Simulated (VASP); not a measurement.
Input of a VASP 6.6.1 run:

Contents of INCAR:

```
SYSTEM = O
PREC = Accurate
ENCUT = 520
EDIFF = 1E-6
ISMEAR = 0
SIGMA = 0.05
LREAL = .False.
LASPH = .True.
NELM = 150
ALGO = Normal
ISIF = 2
LWAVE = .False.
LCHARG = .False.
ISPIN = 2
MAGMOM = 1 1
LORBIT = 11
GGA = PS
NBANDS = 17
```

File KPOINTS:

```
regular mesh
0
Gamma
  1 1 1
  0 0 0
```

The input POSCAR:

```
O
1.0
    9.0000000000      0.0000000000      0.0000000000
    0.0000000000      9.5000000000      0.0000000000
    0.0000000000      0.0000000000     10.0000000000
O
2
Direct
    0.5000000000      0.5000000000      0.4394919406
    0.5000000000      0.5000000000      0.5605080594
```

Potentials or basis: VASP PAW PBE potentials, release 64 (O).

Run with:

```bash
$ cat potpaw_PBE.64/O/POTCAR > POTCAR
$ mpirun -np 1 vasp_gam > vasp.out
```

**Question.** What does it give for the gap between the frontier levels?

**Answer.** 2.26 eV.

**Question.** Predict the site moments.

**Answer.** O +0.81 μB.

**Question.** Estimate the net moment.

**Answer.** 2.00 μB per cell.

**Question.** What does it give for the largest force?

**Answer.** 1.368 eV/Å.

Forces in eV/Å, atoms in the order of the input:
```
O    0.000  0.000 -1.368
O    0.000  0.000  1.368
```

Caveat: the standard files for N, O and F lose accuracy on very short bonds; the PAW data sets were made with another functional, which shifts forces and pressure a little.
